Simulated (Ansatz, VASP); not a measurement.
## One calculation of Ga, two programs

```
Ga
1.0
    -1.41330    1.41330    2.24376
     1.41330   -1.41330    2.24376
     1.41330    1.41330   -2.24376
Ga
1
Direct
  0.00000 0.00000 0.00000
```

Change from the starting cell: volume scaled by 1.02, PAW files.

Alike in both runs: task electric field gradients; functional PBEsol; k mesh 16 × 16 × 16; occupations fermi-dirac, width 0.03 eV; no spin polarisation.

|  | VASP | Ansatz |
| --- | --- | --- |
| version | VASP 6.6.1 | Ansatz 0.2.0 |
| potentials or method | VASP PAW PBE potentials, release 64 (Ga_d) | PAW with Ansatz's default frozen-core files, scalar-relativistic |
| plane-wave cutoff (eV) | 520 | 420 |
| valence electrons in the cell | 13 | 13 |

|  | VASP | Ansatz | Ansatz less VASP |
| --- | --- | --- | --- |
| pressure (GPa) | -0.5 | -0.6 | -0.08 |
| traceless stress, the component that is largest in VASP (GPa) | -0.42 | -0.41 | +0.007 |
| size of Vzz on the site where it differs most (V/Å²) | 20.2 | 21.2 | +1.02 |

VASP's potentials were made for PBE, not for PBEsol.
